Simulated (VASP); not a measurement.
Write the native input for VASP 6.6.1 that does the following.

```
Task                   : single point
Functional             : PBE
Potentials or basis    : VASP PAW PBE potentials, release 64 (Co, Si)
Cutoff                 : 520 eV
k mesh                 : 14 × 14 × 14
Occupations            : gaussian, width 0.15 eV
Spin                   : collinear spin, ferromagnetic start
Starting moments       : [1.1, 0.0, 0.0] μB
Fixed moment           : 1.1 μB
Dipole correction      : no
Further INCAR settings : ALGO = Normal; EDIFF = 1e-06; NBANDS = 20
```

The structure of CoSi2 lies in POSCAR:

```
CoSi2
1.0
    0.0000000000      2.5683793221      2.5683793221
    2.5683793221      0.0000000000      2.5683793221
    2.5683793221      2.5683793221      0.0000000000
Co Si
1 2
Direct
    0.0000000000      0.0000000000      0.0000000000
    0.2500000000      0.2500000000      0.2500000000
    0.7500000000      0.7500000000      0.7500000000
```

The input as run:

INCAR

```
PREC = Accurate
ENCUT = 520
EDIFF = 1E-6
ISMEAR = 0
SIGMA = 0.15
LREAL = False
LASPH = True
NELM = 150
ALGO = Normal
ISIF = 2
LWAVE = False
LCHARG = False
ISPIN = 2
MAGMOM = 1.1 0 0
LORBIT = 11
NUPDOWN = 1.1
LMAXMIX = 4
GGA = PE
NBANDS = 20
```

KPOINTS

```
Automatic mesh
0
Gamma
  14 14 14
```

Potentials or basis: VASP PAW PBE potentials, release 64 (Co, Si).

Launch:

```console
$ cat potpaw_PBE.64/Co/POTCAR potpaw_PBE.64/Si/POTCAR > POTCAR
$ mpirun -np 1 vasp_std > vasp.out
```

Results of the run:

```
Pressure                                              : 35.7 GPa
Net moment                                            : 1.10 μB per cell
Site moments                                          : Co +0.67; Si +0.09 μB
Valence electrons inside the program's atomic spheres : Co 9.22; Si 1.69
```

Caveat: the cell stands under pressure; the total moment is fixed, so each spin has its own Fermi level.

It took 57 s on 1 thread of Intel(R) Xeon(R) 6975P-C (Granite Rapids) (shared host), peak memory 0.24 GiB.
